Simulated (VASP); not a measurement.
# Ge in VASP: further runs

Ge is run at these levels: PBEsol; tasks: single point.

All numbers are computed with VASP 6.6.1; they aren't measurements. Logs are shortened: lines on timing, memory, paths and dates and some standing lists are left out, and cuts for length are marked.

## Step 1: The cell of the first run

The cell holds a slab with vacuum, 6 atoms: a = 4.013 Å, b = 4.013 Å, c = 23.373 Å, α = 90.00°, β = 90.00°, γ = 120.00°.

## Step 2: Single point, PBEsol

INCAR

```
PREC = Accurate ; ENCUT = 520
EDIFF = 1E-7 ; ISMEAR = -1
SIGMA = 0.02 ; LREAL = F
LASPH = T ; NELM = 80
ALGO = Normal ; ISIF = 2
LWAVE = F ; LCHARG = F
LDIPOL = T ; IDIPOL = 3
DIPOL = 0.5 0.5 0.500 ; GGA = PS
NBANDS = 51
```

KPOINTS

```
Automatic mesh
0
Gamma
  7 7 1
```

POSCAR

```
Ge
1.0
    4.0132604624      0.0000000000      0.0000000000
   -2.0066302312      3.4755855125      0.0000000000
    0.0000000000      0.0000000000     23.3728000000
Ge
6
Direct
    0.0000000000      0.0000000000      0.3409403013
    0.3333333333      0.6666666667      0.3744387908
    0.3333333333      0.6666666667      0.4827430397
    0.6666666667      0.3333333333      0.5172569354
    0.6666666667      0.3333333333      0.6255612092
    0.0000000000      0.0000000000      0.6590597220
```

Potentials or basis: VASP PAW PBE potentials, release 64 (Ge_d).

Run with:

```console
> cat potpaw_PBE.64/Ge_d/POTCAR > POTCAR
> mpirun -np 1 vasp_std > vasp.out
```

OUTCAR:

```text
PREC = Accurate
   ENCUT = 520
   EDIFF = 1E-7
   ISMEAR = -1
   LREAL = F
   LASPH = T
   NELM = 80
   ISIF = 2
   GGA = PS

 ion  position               nearest neighbor table
   1  0.000  0.000  0.341-   2 2.45   2 2.45   2 2.45
   2  0.333  0.667  0.374-   1 2.45   1 2.45   1 2.45   3 2.53
   3  0.333  0.667  0.483-   4 2.45   4 2.45   4 2.45   2 2.53
   4  0.667  0.333  0.517-   3 2.45   3 2.45   3 2.45   5 2.53
   5  0.667  0.333  0.626-   6 2.45   6 2.45   6 2.45   4 2.53
   6  0.000  0.000  0.659-   5 2.45   5 2.45   5 2.45

  LATTYP: Found a hexagonal cell.
 ALAT       =     4.0132604624
 C/A-ratio  =     5.8238931211

  Lattice vectors:

 A1 = (   4.0132604624,   0.0000000000,   0.0000000000)
 A2 = (  -2.0066302312,   3.4755855125,   0.0000000000)
 A3 = (   0.0000000000,   0.0000000000,  23.3728000000)

Analysis of symmetry for initial positions (statically):
=====================================================================
 Subroutine PRICEL returns:
 Original cell was already a primitive cell.

 Routine SETGRP: Setting up the symmetry group for a
 hexagonal supercell.

 Subroutine GETGRP returns: Found 12 space group operations
 (whereof 12 operations were pure point group operations)
 out of a pool of 24 trial point group operations.

The static configuration has the point symmetry D_3d.

Analysis of symmetry for dynamics (positions and initial velocities):
=====================================================================
 Subroutine PRICEL returns:
 Original cell was already a primitive cell.

 Routine SETGRP: Setting up the symmetry group for a
 hexagonal supercell.

 Subroutine GETGRP returns: Found 12 space group operations
 (whereof 12 operations were pure point group operations)
 out of a pool of 24 trial point group operations.

The dynamic configuration has the point symmetry D_3d.

 Subroutine INISYM returns: Found 12 space group operations
 (whereof 12 operations are pure point group operations),
 and found     1 'primitive' translations

----------------------------------------------------------------------------------------

                                     Primitive cell

  volume of cell :     326.0139

  direct lattice vectors                    reciprocal lattice vectors
     4.013260462  0.000000000  0.000000000     0.249173960  0.143860653  0.000000000
    -2.006630231  3.475585512  0.000000000     0.000000000  0.287721305  0.000000000
     0.000000000  0.000000000 23.372800000     0.000000000  0.000000000  0.042784775

  length of vectors
     4.013260462  4.013260462 23.372800000     0.287721305  0.287721305  0.042784775

  position of ions in fractional coordinates (direct lattice)
     0.000000000  0.000000000  0.340940301
     0.333333333  0.666666667  0.374438791
     0.333333333  0.666666667  0.482743040
     0.666666667  0.333333333  0.517256935
     0.666666667  0.333333333  0.625561209
     0.000000000  0.000000000  0.659059722

  ion indices of the primitive-cell ions
   primitive index   ion index
                 1           1
                 2           2
                 3           3
                 4           4
                 5           5
                 6           6

----------------------------------------------------------------------------------------

 KPOINTS: Automatic mesh

Automatic generation of k-mesh.
 Grid dimensions read from file:
 generate k-points for:    7    7    1

 Generating k-lattice:

  Cartesian coordinates                     Fractional coordinates (reciprocal lattice)
     0.035596280  0.020551522  0.000000000     0.142857143  0.000000000  0.000000000
     0.000000000  0.041103044  0.000000000     0.000000000  0.142857143  0.000000000
     0.000000000  0.000000000  0.042784775     0.000000000  0.000000000  1.000000000

  Length of vectors
     0.041103044  0.041103044  0.042784775

  Shift w.r.t. Gamma in fractional coordinates (k-lattice)
     0.000000000  0.000000000  0.000000000

 Subroutine IBZKPT returns following result:
 ===========================================

 Found      8 irreducible k-points:

 Following reciprocal coordinates:
            Coordinates               Weight
  0.000000  0.000000  0.000000      1.000000
  0.142857  0.000000  0.000000      6.000000
  0.285714  0.000000  0.000000      6.000000
  0.428571  0.000000  0.000000      6.000000
  0.142857  0.142857  0.000000      6.000000
  0.285714  0.142857  0.000000     12.000000
  0.428571  0.142857  0.000000      6.000000
  0.285714  0.285714  0.000000      6.000000
   k-points           NKPTS =      8   k-points in BZ     NKDIM =      8   number of bands    NBANDS=     51
   number of dos      NEDOS =    301   number of ions     NIONS =      6
   total plane-waves  NPLWV = 162000
   dimension x,y,z NGX =    30 NGY =   30 NGZ =  180
   dimension x,y,z NGXF=    60 NGYF=   60 NGZF=  360
   ions per type =               6
   NGX,Y,Z   is equivalent  to a cutoff of  12.43, 12.43, 12.80 a.u.
   NGXF,Y,Z  is equivalent  to a cutoff of  24.85, 24.85, 25.61 a.u.
 SYSTEM =  unknown system
   PREC   = accura    normal or accurate (medium, high low for compatibility)
   ISTART =      0    job   : 0-new  1-cont  2-samecut
   ICHARG =      2    charge: 1-file 2-atom 10-const
   ISPIN  =      1    spin polarized calculation?
   LNONCOLLINEAR =      F non collinear calculations
   LSORBIT =      F    spin-orbit coupling
   LASPH  =      T    aspherical Exc in radial PAW
   ENCUT  =  520.0 eV  38.22 Ry    6.18 a.u.   7.46  7.46 43.46*2*pi/ulx,y,z
   NELM   =     80;   NELMIN=  2; NELMDL= -5     # of ELM steps
   EDIFF  = 0.1E-06   stopping-criterion for ELM
   LREAL  =      F    real-space projection
   EDIFFG = 0.1E-05   stopping-criterion for IOM
   NSW    =      0    number of steps for IOM
   IBRION =     -1    ionic relax: 0-MD 1-quasi-New 2-CG
   NFREE  =      0    steps in history (QN), initial steepest desc. (CG)
   ISIF   =      2    stress and relaxation
   ISYM   =      2    0-nonsym 1-usesym 2-fastsym
   POTIM  = 0.5000    time-step for ionic-motion
   TEBEG  =    0.0;   TEEND  =   0.0 temperature during run
   PSTRESS=    0.0 pullay stress
   NELECT =      84.0000    total number of electrons
   NUPDOWN=      -1.0000    fix difference up-down
   EMIN   =  10.00;   EMAX   =-10.00  energy-range for DOS
   EFERMI =   0.00;   METHOD = LEGACY
   ISMEAR =    -1;   SIGMA  =   0.02  broadening in eV -4-tet -1-fermi 0-gaus
   EFERMI_NEDOS =   21; number of points for ismear=-14 and -15
   IALGO  =     38    algorithm
   IMIX   =      4    mixing-type and parameters
     AMIX     =   0.40;   BMIX     =  1.00
     AMIX_MAG =   1.60;   BMIX_MAG =  1.00
  volume/ion in A,a.u.               =      54.34       366.68
  Fermi-wavevector in a.u.,A,eV,Ry     =   1.041732  1.968588 14.765111  1.085205
  Thomas-Fermi vector in A             =   2.176366
   LORBIT       =      0    0 simple, 1 ext, 2 COOP (PROOUT), +10 PAW based schemes
   GGA     = PS    functional components
   LHFCALC =     F    Hartree Fock is set to
   AEXX    =    0.0000 exact exchange contribution
   IVDW    =     0    specifies the selected vdW correction
   LEPSILON=     F    determine dielectric tensor
   LRPA    =     F    only Hartree local field effects (RPA)
 non-spin polarized calculation
  energy-cutoff  :      520.00
  volume of cell :      326.01
 maximum number of plane-waves:      8829
 NGX is ok and might be reduce to    30
   NGX = 15   NGY = 15   NGZ = 87

 dipolmoment           0.000000      0.000000     -0.000000 electrons x Angstroem

 number of electron      84.0000064 magnetization

 dipolmoment           0.000000      0.000000      0.000000 electrons x Angstroem

 Free energy of the ion-electron system (eV)
  ---------------------------------------------------
  ext. energy  EPLUGINS =         0.00000000
  ---------------------------------------------------
  free energy    TOTEN  =       -27.63830387 eV

  energy without entropy =      -27.63461505  energy(sigma->0) =      -27.63645946

 E-fermi :  -0.8825     XC(G=0):  -4.8534

 val. band max:       -1.0871266425   @ k =   0.1429   0.1429   0.0000
 cond. band min:      -0.8659144757   @ k =   0.4286   0.1429   0.0000
 fundamental gap:      0.2212121667
 Fermi energy:        -0.8824981493

 k-point     1 :       0.0000    0.0000    0.0000
  band No.  band energies     occupation
      1     -25.3501      2.00000
      2     -25.3501      2.00000
      3     -25.3093      2.00000
      4     -25.2943      2.00000
      5     -25.2891      2.00000
      6     -25.2891      2.00000
[... 43 lines left out ...]
     50       3.1314      0.00000
     51       3.2362      0.00000

 k-point     2 :       0.1429    0.0000    0.0000
  band No.  band energies     occupation
      1     -25.3576      2.00000
      2     -25.3542      2.00000
      3     -25.3184      2.00000
      4     -25.2892      2.00000
      5     -25.2801      2.00000
      6     -25.2730      2.00000
[... 43 lines left out ...]
     50       3.2853      0.00000
     51       3.5988      0.00000

 k-point     3 :       0.2857    0.0000    0.0000
  band No.  band energies     occupation
      1     -25.3637      2.00000
      2     -25.3595      2.00000
      3     -25.3324      2.00000
      4     -25.2829      2.00000
      5     -25.2643      2.00000
      6     -25.2496      2.00000
[... 43 lines left out ...]
     50       4.0802      0.00000
     51       4.3826      0.00000
[... 163 lines left out ...]
 k-point     7 :       0.4286    0.1429    0.0000
  band No.  band energies     occupation
      1     -25.3702      2.00000
      2     -25.3565      2.00000
      3     -25.3497      2.00000
      4     -25.2544      2.00000
      5     -25.2537      2.00000
      6     -25.2462      2.00000
[... 43 lines left out ...]
     50       4.0555      0.00000
     51       5.4569      0.00000

 k-point     8 :       0.2857    0.2857    0.0000
  band No.  band energies     occupation
      1     -25.3769      2.00000
      2     -25.3567      2.00000
      3     -25.3502      2.00000
      4     -25.2547      2.00000
      5     -25.2528      2.00000
      6     -25.2434      2.00000
[... 43 lines left out ...]
     50       4.6077      0.00000
     51       4.8798      0.00000

------------------------ aborting loop because EDIFF is reached ----------------------------------------

 vacuum level on the upper side and lower side of the slab       (xc-potential included)        -0.075        -0.075

  FORCE on cell =-STRESS in cart. coord.  units (eV):
  Direction    XX          YY          ZZ          XY          YZ          ZX
  --------------------------------------------------------------------------------------
  -------------------------------------------------------------------------------------
  Total       -0.3458169     -0.3458169     -0.0189222      0.0000000      0.0000000     -0.0000000
  in kB       -1.6994982     -1.6994982     -0.0929919      0.0000000      0.0000000     -0.0000000
  external PRESSURE =      -1.1639961 kB  Pullay stress =       0.0000000 kB

 VOLUME and BASIS-vectors are now :
 -----------------------------------------------------------------------------
  energy-cutoff  :      520.00
  volume of cell :      326.01
      direct lattice vectors                 reciprocal lattice vectors
     4.013260462  0.000000000  0.000000000     0.249173960  0.143860653  0.000000000
    -2.006630231  3.475585512  0.000000000     0.000000000  0.287721305  0.000000000
     0.000000000  0.000000000 23.372800000     0.000000000  0.000000000  0.042784775

 POSITION                                       TOTAL-FORCE (eV/Angst)
 -----------------------------------------------------------------------------------
      0.00000      0.00000      7.96873        -0.000000      0.000000      0.006749
     -0.00000      2.31706      8.75168        -0.000000     -0.000000     -0.010632
     -0.00000      2.31706     11.28306         0.000000     -0.000000     -0.005247
      2.00663      1.15853     12.08974        -0.000000      0.000000      0.005247
      2.00663      1.15853     14.62112         0.000000      0.000000      0.010632
      0.00000      0.00000     15.40407         0.000000     -0.000000     -0.006749
 -----------------------------------------------------------------------------------
    total drift:                               -0.000000      0.000000      0.000002

  FREE ENERGIE OF THE ION-ELECTRON SYSTEM (eV)
  ---------------------------------------------------
  free  energy   TOTEN  =       -27.6383038750 eV

  energy  without entropy=      -27.6346150453  energy(sigma->0) =      -27.63645946

 vacuum level on the upper side and lower side of the slab         3.772         3.771
```

Wall time 3.3 min (1 thread of Intel Xeon Platinum 8488C (Sapphire Rapids), shared host); peak memory 0.45 GiB.

Results:

```
Free energy            : -27.6383 eV
Largest force          : 0.011 eV/Å
Band gap on the k mesh : zero (bands 42 and 43 overlap by 0.09 eV)
```

Forces on the atoms (eV/Å):
```
Ge   0.000  0.000  0.007
Ge   0.000  0.000 -0.011
Ge   0.000  0.000 -0.005
Ge   0.000  0.000  0.005
Ge   0.000  0.000  0.011
Ge   0.000  0.000 -0.007
```

Caveat: the PAW data sets were made with another functional, which shifts forces and pressure a little.

(Part 1 of 2 ends here.)

The gap in the log of VASP goes by the Fermi energy; the results here count the filled bands.